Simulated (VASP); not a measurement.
A run of VASP 6.6.1:

INCAR

```
PREC = Accurate ; ENCUT = 520
EDIFF = 1E-7 ; ISMEAR = 0
SIGMA = 0.05 ; LREAL = F
LASPH = T ; NELM = 150
ALGO = Normal ; ISIF = 2
LWAVE = F ; LCHARG = F
ISPIN = 2 ; MAGMOM = 3.01 3.01 -0.08 -0.08 -0.08 -0.08
LORBIT = 11 ; LMAXMIX = 4
LDAU = T ; LDAUTYPE = 2
LDAUL = 2 -1 ; LDAUU = 3.9 0
LDAUJ = 0 0 ; LDAUPRINT = 1
GGA = RE ; IVDW = 12
NBANDS = 38
```

The input KPOINTS:

```
regular mesh
0
Gamma
  6 6 8
```

Contents of POSCAR:

```
MnO2
1.0
    4.4146823726      0.0000000000      0.0000000000
    0.0000000000      4.4146823726      0.0000000000
    0.0000000000      0.0000000000      2.9268685151
Mn O
2 4
Direct
    0.0000000000      0.0000000000      0.0000000000
    0.5000000000      0.5000000000      0.5000000000
    0.3055586399      0.3055586399      0.0000000000
    0.1944413601      0.8055586399      0.5000000000
    0.6944413601      0.6944413601      0.0000000000
    0.8055586399      0.1944413601      0.5000000000
```

Potentials or basis: VASP PAW PBE potentials, release 64 (Mn_pv, O).

Run with:

```sh
$ cat potpaw_PBE.64/Mn_pv/POTCAR potpaw_PBE.64/O/POTCAR > POTCAR
$ mpirun -np 1 vasp_std > vasp.out
```

Hardware: 1 thread of Intel(R) Xeon(R) Platinum 8488C (Sapphire Rapids), on a shared host.

Task: How long does it take, and how much memory?

Result: Wall time 2.3 min on 1 thread of Intel(R) Xeon(R) Platinum 8488C (Sapphire Rapids) (shared host), peak memory 0.3 GiB. Counts: scf iterations 18, k points 50.
